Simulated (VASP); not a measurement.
A run of VASP 6.6.1:

INCAR

```
PREC = Accurate
ENCUT = 520
EDIFF = 1E-6
ISMEAR = -1
SIGMA = 0.05
LREAL = F
LASPH = T
NELM = 80
ALGO = Fast
ISIF = 2
LWAVE = F
LCHARG = F
GGA = PE
NBANDS = 30
```

KPOINTS

```
regular mesh
0
Gamma
  7 7 7
```

The input POSCAR:

```
Sc
1.0
   -3.0462773045      3.0462773045      2.6696681329
    3.0462773045     -3.0462773045      2.6696681329
    3.0462773045      3.0462773045     -2.6696681329
Sc
4
Direct
    0.8362695100      0.6637304900      0.5000000000
    0.3362695100      0.8362695100      0.1725390200
    0.6637304900      0.1637304900      0.8274609800
    0.1637304900      0.3362695100      0.5000000000
```

Potentials or basis: VASP PAW PBE potentials, release 64 (Sc_sv).

Command:

```sh
$ cat potpaw_PBE.64/Sc_sv/POTCAR > POTCAR
$ mpirun -np 1 vasp_std > vasp.out
```

Hardware: 1 thread of Intel Xeon 8259CL, with other jobs on the host.

Problem. Estimate the wall time of this run.

Solution. Wall time 6.4 min on 1 thread of Intel Xeon 8259CL, with other jobs on the host, peak memory 0.28 GiB. Counts: scf iterations 19, k points 40.
